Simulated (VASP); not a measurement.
Write the native input for VASP 6.6.1 that does the following.

| Property | Result |
| --- | --- |
| Task | single point |
| Functional | PBEsol |
| Potentials or basis | VASP PAW PBE potentials, release 64 (Tl_d) |
| Cutoff | 520 eV |
| k mesh | 18 × 18 × 18 |
| Occupations | gaussian, width 0.15 eV |
| Spin | no spin polarisation |
| Dipole correction | no |
| Further INCAR settings | ALGO = Fast; EDIFF = 1e-07; NBANDS = 12 |

The structure of Tl lies in POSCAR:

```
Tl
1.0
   -1.9118850000      1.9410000000      1.9118850000
    1.9701150000     -1.9410000000      1.9701150000
    1.9118850000      1.9410000000     -1.9118850000
Tl
1
Direct
    0.0000000000      0.0000000000      0.0000000000
```

This cell differs from its parent crystal: strain +0.0300 x Voigt [0, 0, 0, 0, 1, 0].

These files were run (other wordings do the same):

INCAR

```
SYSTEM = Tl
ALGO = Fast
EDIFF = 1E-7
ENCUT = 520
GGA = PS
ISIF = 2
ISMEAR = 0
LASPH = .TRUE.
LCHARG = .TRUE.
LELF = .TRUE.
LREAL = .FALSE.
LVHAR = .TRUE.
LWAVE = .FALSE.
NBANDS = 12
NELM = 60
PREC = Accurate
SIGMA = 0.15
```

KPOINTS

```
k-points
0
G
  18 18 18
  0 0 0
```

Potentials or basis: VASP PAW PBE potentials, release 64 (Tl_d).

Launch:

```console
$ cat potpaw_PBE.64/Tl_d/POTCAR > POTCAR
$ mpirun -np 1 vasp_std > vasp.out
```

Results of the run:

```yaml
Pressure: -0.8 GPa
Band_gap_on_the_k_mesh: zero (an odd number of electrons rules out a gap without spin polarisation)
```

Caveat: the cell differs from its parent crystal (strain +0.0300 x Voigt [0, 0, 0, 0, 1, 0]); the PAW data sets were made with another functional, which shifts forces and pressure a little; spin-orbit coupling is left out, which moves the levels of the heavy elements.

Run time: 2.3 min on 1 thread of Intel(R) Xeon(R) 6975P-C (Granite Rapids), with other jobs on the host, peak memory 0.39 GiB.
